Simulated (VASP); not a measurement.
# Pb (P6_3/mmc) in VASP: a series of runs

The runs below take Pb through single point, with PBEsol.

Everything below comes from runs of VASP 6.6.1. Logs are shortened: lines on timing, memory, paths and dates and some standing lists are left out, and cuts for length are marked.

## Step 1: The cell of the first run

The structure is hexagonal, space group P6_3/mmc (No. 194). Conventional cell: a = 3.528 Å, b = 3.528 Å, c = 5.440 Å, α = 90.00°, β = 90.00°, γ = 120.00°. Pb (site symmetry -6m2) has 12 Pb at 3.40 to 3.53 Å within 4.5 Å.

This isn't the form of Pb at room conditions, which is fcc.

## Step 2: Single point, PBEsol

Contents of INCAR:

```
SYSTEM = Pb
ALGO     = Fast           ! electronic algorithm
EDIFF    = 1E-6           ! SCF threshold, eV
ENCUT    = 520            ! plane-wave cutoff, eV
GGA      = PS             ! functional
ISIF     = 2              ! what is computed and relaxed
ISMEAR   = 0              ! smearing method
LASPH    = .TRUE.         ! aspherical terms in the spheres
LCHARG   = .TRUE.         ! write CHGCAR
LELF     = .TRUE.         ! ELF
LREAL    = .FALSE.        ! projectors in reciprocal space
LVHAR    = .TRUE.       
LWAVE    = .FALSE.        ! write WAVECAR
NBANDS   = 21             ! bands
NELM     = 100            ! most SCF steps
PREC     = Accurate       ! precision mode
SIGMA    = 0.15           ! smearing width, eV
```

Contents of KPOINTS:

```
k-points
0
G
  18 18 10
  0 0 0
```

Contents of POSCAR:

```
Pb
1.0
    3.5276778575      0.0000000000      0.0000000000
   -1.7638389287      3.0550586409      0.0000000000
    0.0000000000      0.0000000000      5.4399214648
Pb
2
Direct
    0.3333333333      0.6666666667      0.2500000000
    0.6666666667      0.3333333333      0.7500000000
```

Potentials or basis: VASP PAW PBE potentials, release 64 (Pb_d).

Launch:

```sh
cat potpaw_PBE.64/Pb_d/POTCAR > POTCAR
mpirun -np 1 vasp_std > vasp.out
```

OUTCAR:

```text
SYSTEM = Pb
   EDIFF = 1E-6
   ENCUT = 520
   GGA = PS
   ISIF = 2
   ISMEAR = 0
   LASPH = .TRUE.
   LREAL = .FALSE.
   NELM = 100
   PREC = Accurate

 ion  position               nearest neighbor table
   1  0.333  0.667  0.250-   2 3.40   2 3.40   2 3.40   2 3.40   2 3.40   2 3.40
   2  0.667  0.333  0.750-   1 3.40   1 3.40   1 3.40   1 3.40   1 3.40   1 3.40

  LATTYP: Found a hexagonal cell.
 ALAT       =     3.5276778575
 C/A-ratio  =     1.5420686595

  Lattice vectors:

 A1 = (   3.5276778575,   0.0000000000,   0.0000000000)
 A2 = (  -1.7638389287,   3.0550586409,   0.0000000000)
 A3 = (   0.0000000000,   0.0000000000,   5.4399214648)

Analysis of symmetry for initial positions (statically):
=====================================================================
 Subroutine PRICEL returns:
 Original cell was already a primitive cell.

 Routine SETGRP: Setting up the symmetry group for a
 hexagonal supercell.

 Subroutine GETGRP returns: Found 24 space group operations
 (whereof 12 operations were pure point group operations)
 out of a pool of 24 trial point group operations.

The static configuration has the point symmetry D_3d.
 The point group associated with its full space group is D_6h.

Analysis of symmetry for dynamics (positions and initial velocities):
=====================================================================
 Subroutine PRICEL returns:
 Original cell was already a primitive cell.

 Routine SETGRP: Setting up the symmetry group for a
 hexagonal supercell.

 Subroutine GETGRP returns: Found 24 space group operations
 (whereof 12 operations were pure point group operations)
 out of a pool of 24 trial point group operations.

The dynamic configuration has the point symmetry D_3d.
 The point group associated with its full space group is D_6h.

 Subroutine INISYM returns: Found 24 space group operations
 (whereof 12 operations are pure point group operations),
 and found     1 'primitive' translations

----------------------------------------------------------------------------------------

                                     Primitive cell

  volume of cell :      58.6275

  direct lattice vectors                    reciprocal lattice vectors
     3.527677858  0.000000000  0.000000000     0.283472596  0.163662980  0.000000000
    -1.763838929  3.055058641  0.000000000     0.000000000  0.327325959  0.000000000
     0.000000000  0.000000000  5.439921465     0.000000000  0.000000000  0.183826183

  length of vectors
     3.527677858  3.527677857  5.439921465     0.327325959  0.327325959  0.183826183

  position of ions in fractional coordinates (direct lattice)
     0.333333333  0.666666667  0.250000000
     0.666666667  0.333333333  0.750000000

  ion indices of the primitive-cell ions
   primitive index   ion index
                 1           1
                 2           2

----------------------------------------------------------------------------------------

 KPOINTS: k-points

Automatic generation of k-mesh.
 Grid dimensions read from file:
 generate k-points for:   18   18   10

 Generating k-lattice:

  Cartesian coordinates                     Fractional coordinates (reciprocal lattice)
     0.015748478  0.009092388  0.000000000     0.055555556  0.000000000  0.000000000
     0.000000000  0.018184776  0.000000000     0.000000000  0.055555556  0.000000000
     0.000000000  0.000000000  0.018382618     0.000000000  0.000000000  0.100000000

  Length of vectors
     0.018184776  0.018184776  0.018382618

  Shift w.r.t. Gamma in fractional coordinates (k-lattice)
     0.000000000  0.000000000  0.000000000

 Subroutine IBZKPT returns following result:
 ===========================================

 Found    222 irreducible k-points:

 Following reciprocal coordinates:
            Coordinates               Weight
  0.000000  0.000000  0.000000      1.000000
  0.055556  0.000000  0.000000      6.000000
  0.111111  0.000000  0.000000      6.000000
  0.166667  0.000000  0.000000      6.000000
  0.222222 -0.000000  0.000000      6.000000
  0.277778  0.000000  0.000000      6.000000
[... 16 lines left out ...]
  0.333333  0.111111  0.000000     12.000000
  0.388889  0.111111  0.000000     12.000000
 [... further k-points ...]
   k-points           NKPTS =    222   k-points in BZ     NKDIM =    222   number of bands    NBANDS=     21
   number of dos      NEDOS =    301   number of ions     NIONS =      2
   total plane-waves  NPLWV =  31360
   dimension x,y,z NGX =    28 NGY =   28 NGZ =   40
   dimension x,y,z NGXF=    56 NGYF=   56 NGZF=   80
   ions per type =               2
   NGX,Y,Z   is equivalent  to a cutoff of  13.20, 13.20, 12.22 a.u.
   NGXF,Y,Z  is equivalent  to a cutoff of  26.39, 26.39, 24.45 a.u.
 SYSTEM =  Pb
   PREC   = accura    normal or accurate (medium, high low for compatibility)
   ISTART =      0    job   : 0-new  1-cont  2-samecut
   ICHARG =      2    charge: 1-file 2-atom 10-const
   ISPIN  =      1    spin polarized calculation?
   LNONCOLLINEAR =      F non collinear calculations
   LSORBIT =      F    spin-orbit coupling
   LASPH  =      T    aspherical Exc in radial PAW
   ENCUT  =  520.0 eV  38.22 Ry    6.18 a.u.   6.56  6.56 10.11*2*pi/ulx,y,z
   NELM   =    100;   NELMIN=  2; NELMDL= -5     # of ELM steps
   EDIFF  = 0.1E-05   stopping-criterion for ELM
   LREAL  =      F    real-space projection
   EDIFFG = 0.1E-04   stopping-criterion for IOM
   NSW    =      0    number of steps for IOM
   IBRION =     -1    ionic relax: 0-MD 1-quasi-New 2-CG
   NFREE  =      0    steps in history (QN), initial steepest desc. (CG)
   ISIF   =      2    stress and relaxation
   ISYM   =      2    0-nonsym 1-usesym 2-fastsym
   POTIM  = 0.5000    time-step for ionic-motion
   TEBEG  =    0.0;   TEEND  =   0.0 temperature during run
   PSTRESS=    0.0 pullay stress
   NELECT =      28.0000    total number of electrons
   NUPDOWN=      -1.0000    fix difference up-down
   EMIN   =  10.00;   EMAX   =-10.00  energy-range for DOS
   EFERMI =   0.00;   METHOD = LEGACY
   ISMEAR =     0;   SIGMA  =   0.15  broadening in eV -4-tet -1-fermi 0-gaus
   EFERMI_NEDOS =   21; number of points for ismear=-14 and -15
   IALGO  =     68    algorithm
   IMIX   =      4    mixing-type and parameters
     AMIX     =   0.40;   BMIX     =  1.00
     AMIX_MAG =   1.60;   BMIX_MAG =  1.00
  volume/ion in A,a.u.               =      29.31       197.82
  Fermi-wavevector in a.u.,A,eV,Ry     =   1.279658  2.418202 22.279864  1.637524
  Thomas-Fermi vector in A             =   2.412130
   LORBIT       =      0    0 simple, 1 ext, 2 COOP (PROOUT), +10 PAW based schemes
   GGA     = PS    functional components
   LHFCALC =     F    Hartree Fock is set to
   AEXX    =    0.0000 exact exchange contribution
   IVDW    =     0    specifies the selected vdW correction
   LEPSILON=     F    determine dielectric tensor
   LRPA    =     F    only Hartree local field effects (RPA)
 non-spin polarized calculation
 RMM-DIIS sequential band-by-band and
 Gauss-broadening in eV      SIGMA  =   0.15
  energy-cutoff  :      520.00
  volume of cell :       58.63
 maximum number of plane-waves:      1616
 NGX is ok and might be reduce to    28

 number of electron      27.9999995 magnetization

 Free energy of the ion-electron system (eV)
  ---------------------------------------------------
  ext. energy  EPLUGINS =         0.00000000
  ---------------------------------------------------
  free energy    TOTEN  =        -7.94520185 eV

  energy without entropy =       -7.93239439  energy(sigma->0) =       -7.93879812

 E-fermi :   7.4517     XC(G=0): -10.5051

 val. band max:        7.4500737987   @ k =   0.3889   0.1667   0.4000
 cond. band min:       7.4635415978   @ k =   0.3333   0.2778   0.3000
 fundamental gap:      0.0134677991
 Fermi energy:         7.4516801317

 k-point     1 :       0.0000    0.0000    0.0000
  band No.  band energies     occupation
      1      -9.5765      2.00000
      2      -9.5061      2.00000
      3      -9.5061      2.00000
      4      -9.4971      2.00000
      5      -9.4774      2.00000
      6      -9.4774      2.00000
[... 13 lines left out ...]
     20      16.2965      0.00000
     21      19.0195      0.00000

 k-point     2 :       0.0556    0.0000    0.0000
  band No.  band energies     occupation
      1      -9.5743      2.00000
      2      -9.5192      2.00000
      3      -9.4991      2.00000
      4      -9.4819      2.00000
      5      -9.4777      2.00000
      6      -9.4775      2.00000
[... 13 lines left out ...]
     20      16.5223      0.00000
     21      18.8668      0.00000

 k-point     3 :       0.1111    0.0000    0.0000
  band No.  band energies     occupation
      1      -9.5746      2.00000
      2      -9.5286      2.00000
      3      -9.4870      2.00000
      4      -9.4868      2.00000
      5      -9.4790      2.00000
      6      -9.4714      2.00000
[... 13 lines left out ...]
     20      17.1399      0.00000
     21      18.4622      0.00000

 k-point     4 :       0.1667    0.0000    0.0000
  band No.  band energies     occupation
      1      -9.5897      2.00000
      2      -9.5229      2.00000
      3      -9.5019      2.00000
      4      -9.5006      2.00000
      5      -9.4652      2.00000
      6      -9.4481      2.00000
[... 13 lines left out ...]
     20      17.7569      0.00000
     21      17.9742      0.00000

 k-point     5 :       0.2222   -0.0000    0.0000
  band No.  band energies     occupation
      1      -9.6133      2.00000
      2      -9.5218      2.00000
      3      -9.5163      2.00000
      4      -9.5140      2.00000
      5      -9.4542      2.00000
      6      -9.4102      2.00000
[... 13 lines left out ...]
     20      17.1141      0.00000
     21      18.2842      0.00000

 k-point     6 :       0.2778    0.0000    0.0000
  band No.  band energies     occupation
      1      -9.6382      2.00000
      2      -9.5448      2.00000
      3      -9.5322      2.00000
      4      -9.5117      2.00000
      5      -9.4370      2.00000
      6      -9.3699      2.00000
[... 13 lines left out ...]
     20      16.5949      0.00000
     21      18.1784      0.00000

 k-point     7 :       0.3333    0.0000    0.0000
  band No.  band energies     occupation
      1      -9.6608      2.00000
      2      -9.5681      2.00000
      3      -9.5464      2.00000
      4      -9.5148      2.00000
      5      -9.4176      2.00000
      6      -9.3507      2.00000
[... 13 lines left out ...]
     20      16.1939      0.00000
     21      18.0272      0.00000
[... 291 lines left out ...]
      1      -9.5868      2.00000
      2      -9.5474      2.00000
      3      -9.5396      2.00000
      4      -9.5117      2.00000
      5      -9.4417      2.00000
      6      -9.4039      2.00000
[... 13 lines left out ...]
     20      16.1096      0.00000
     21      17.4720      0.00000

 k-point    21 :       0.2222    0.1111    0.0000
  band No.  band energies     occupation
      1      -9.6100      2.00000
      2      -9.5655      2.00000
      3      -9.5304      2.00000
      4      -9.5210      2.00000
      5      -9.4323      2.00000
      6      -9.3717      2.00000
[... 13 lines left out ...]
     20      15.5055      0.00000
     21      18.4820      0.00000

 k-point    22 :       0.2778    0.1111    0.0000
  band No.  band energies     occupation
      1      -9.6312      2.00000
      2      -9.5907      2.00000
      3      -9.5289      2.00000
      4      -9.5165      2.00000
      5      -9.4198      2.00000
      6      -9.3573      2.00000
[... 13 lines left out ...]
     20      15.1868      0.00000
     21      19.3513      0.00000

 k-point    23 :       0.3333    0.1111    0.0000
  band No.  band energies     occupation
      1      -9.6481      2.00000
      2      -9.6117      2.00000
      3      -9.5346      2.00000
      4      -9.5089      2.00000
      5      -9.4045      2.00000
      6      -9.3734      2.00000
[... 13 lines left out ...]
     20      14.9720      0.00000
     21      19.5028      0.00000

 k-point    24 :       0.3889    0.1111    0.0000
  band No.  band energies     occupation
      1      -9.6588      2.00000
      2      -9.6256      2.00000
      3      -9.5380      2.00000
      4      -9.5059      2.00000
      5      -9.3914      2.00000
      6      -9.3838      2.00000
[... 13 lines left out ...]
     20      14.8432      0.00000
     21      19.4527      0.00000

 [... further k-points ...]
[... 5 lines left out ...]
  --------------------------------------------------------------------------------------
  -------------------------------------------------------------------------------------
  Total        0.0182814      0.0182814      1.0915875      0.0000000      0.0000000     -0.0000000
  in kB        0.4995950      0.4995950     29.8310144      0.0000000      0.0000000     -0.0000000
  external PRESSURE =      10.2767348 kB  Pullay stress =       0.0000000 kB

 VOLUME and BASIS-vectors are now :
 -----------------------------------------------------------------------------
  energy-cutoff  :      520.00
  volume of cell :       58.63
      direct lattice vectors                 reciprocal lattice vectors
     3.527677858  0.000000000  0.000000000     0.283472596  0.163662980  0.000000000
    -1.763838929  3.055058641  0.000000000     0.000000000  0.327325959  0.000000000
     0.000000000  0.000000000  5.439921465     0.000000000  0.000000000  0.183826183

 POSITION                                       TOTAL-FORCE (eV/Angst)
 -----------------------------------------------------------------------------------
     -0.00000      2.03671      1.35998         0.000000      0.000000      0.000000
      1.76384      1.01835      4.07994        -0.000000     -0.000000      0.000000
 -----------------------------------------------------------------------------------
    total drift:                               -0.000000      0.000000     -0.000000

  FREE ENERGIE OF THE ION-ELECTRON SYSTEM (eV)
  ---------------------------------------------------
  free  energy   TOTEN  =        -7.9452018528 eV

  energy  without entropy=       -7.9323943876  energy(sigma->0) =       -7.93879812
```

It took 2.6 min on 1 thread of AMD EPYC 9R45 (Zen 5), shared host; peak memory 0.31 GiB.

Results:

```yaml
Free_energy: -7.9452 eV
Pressure: 1.0 GPa
Band_gap_on_the_k_mesh: zero (bands 14 and 15 overlap by 7.47 eV)
```

Levels at points of the mesh, in eV from the Fermi level:
```tsv
k point	band 10	band 11	band 12	band 13	band 14	band 15	band 16	band 17	band 18	band 19
(0.00, 0.00, 0.00)	-16.69	-11.98	-7.62	-4.20	5.12	5.12	7.16	7.16	8.31	8.76
(0.50, 0.00, 0.00)	-16.65	-8.56	-7.23	-2.72	-1.11	-0.53	1.65	1.84	5.84	5.89
(0.00, 0.00, 0.50)	-16.76	-10.61	-10.61	1.54	1.54	6.11	6.11	6.11	6.11	8.93
(0.50, 0.00, 0.50)	-16.68	-7.63	-7.63	-3.83	-3.83	3.23	3.23	4.01	4.01	6.98
```

Caveat: the PAW data sets were made with another functional, which shifts forces and pressure a little; spin-orbit coupling is left out, which moves the levels of the heavy elements.

## Step 3: Single point, PBEsol

This run uses another cell than the first one, of the same volume but with other edges.

Contents of INCAR:

```
SYSTEM = Pb
PREC     = Accurate       ! precision mode
ENCUT    = 520            ! plane-wave cutoff, eV
EDIFF    = 1E-6           ! SCF threshold, eV
ISMEAR   = 0              ! smearing method
SIGMA    = 0.15           ! smearing width, eV
LREAL    = .False.        ! projectors in reciprocal space
LASPH    = .True.         ! aspherical terms in the spheres
NELM     = 80             ! most SCF steps
ALGO     = Fast           ! electronic algorithm
ISIF     = 2              ! what is computed and relaxed
LWAVE    = .False.        ! write WAVECAR
LCHARG   = .True.         ! write CHGCAR
GGA      = PS             ! functional
LELF     = .True.         ! ELF
LVHAR    = .True.       
NBANDS   = 21             ! bands
```

Contents of KPOINTS:

```
regular mesh
0
Gamma
  18 18 10
  0 0 0
```

Contents of POSCAR:

```
Pb
1.0
    3.4238618303      0.0000000000      0.0000000000
   -1.7119309152      2.9651513241      0.0000000000
    0.0000000000      0.0000000000      5.7748140877
Pb
2
Direct
    0.3333333333      0.6666666667      0.2500000000
    0.6666666667      0.3333333333      0.7500000000
```

Potentials or basis: VASP PAW PBE potentials, release 64 (Pb_d).

Launch:

```sh
cat potpaw_PBE.64/Pb_d/POTCAR > POTCAR
mpirun -np 1 vasp_std > vasp.out
```

It took 2.8 min on 1 thread of AMD EPYC 9R45 (Zen 5), shared host; peak memory 0.31 GiB.

It converged, with:

```
Free energy            : -7.9782 eV
Pressure               : 0.8 GPa
Band gap on the k mesh : zero (bands 14 and 15 overlap by 8.24 eV)
```

Stress tensor (GPa, compression positive):
```
1.12 0.00 0.00
0.00 1.12 0.00
0.00 0.00 0.24
```

Levels at points of the mesh, in eV from the Fermi level:
```tsv
k point	band 10	band 11	band 12	band 13	band 14	band 15	band 16	band 17	band 18	band 19
(0.00, 0.00, 0.00)	-16.70	-11.97	-8.42	-4.42	6.17	6.17	7.20	7.92	7.92	9.36
(0.50, 0.00, 0.00)	-16.65	-8.22	-7.06	-3.10	-1.76	-0.49	1.75	2.37	5.78	6.53
(0.00, 0.00, 0.50)	-16.76	-10.79	-10.79	0.45	0.45	6.99	6.99	6.99	6.99	9.60
(0.50, 0.00, 0.50)	-16.66	-7.45	-7.45	-3.82	-3.82	3.46	3.46	3.70	3.70	7.01
```

Caveat: the PAW data sets were made with another functional, which shifts forces and pressure a little; spin-orbit coupling is left out, which moves the levels of the heavy elements.
